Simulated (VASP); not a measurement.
Ba3S4: single point with PBE

Ba3S4:

```
Ba S
1.0
     6.36863    0.00000    0.00000
     0.00000    6.36863    0.00000
     0.00000    0.00000    6.36863
Ba S
3 4
Direct
  0.50000 0.00000 0.00000
  0.00000 0.50000 0.00000
  0.00000 0.00000 0.50000
  0.00000 0.50000 0.50000
  0.50000 0.00000 0.50000
  0.50000 0.50000 0.00000
  0.00000 0.00000 0.00000
```

```json
{
  "Program": "VASP 6.6.1",
  "Task": "single point",
  "Functional": "PBE",
  "Potentials or basis": "VASP PAW PBE potentials, release 64 (Ba_sv, S)",
  "Cutoff": "520 eV",
  "k mesh": "6 × 6 × 6",
  "Occupations": "gaussian, width 0.1 eV",
  "Spin": "no spin polarisation",
  "Dipole correction": "no",
  "k mesh for the DOS": "9 × 9 × 9",
  "Occupations for the DOS": "tetrahedron",
  "Further INCAR settings": "ALGO = Normal; EDIFF = 1e-07; NBANDS = 36"
}
```

```yaml
Valence_electrons_inside_the_program's_atomic_spheres: Ba 7.90; S 3.66, 3.76 (each value once)
```

Levels at points of the mesh, in eV from the Fermi level:
```
           k point  band 23  band 24  band 25  band 26  band 27  band 28  band 29  band 30  band 31  band 32
(0.00, 0.00, 0.00)    -0.04    -0.04    -0.04     0.13     0.13     0.13     2.86     2.86     2.86     4.16
```

Wall time 5.6 min on 1 thread of Intel(R) Xeon(R) Platinum 8259CL CPU @ 2.50GHz (Skylake/Cascade Lake), with other jobs on the host, peak memory 0.45 GiB.

Caveat: spin-orbit coupling is left out, which moves the levels of the heavy elements.
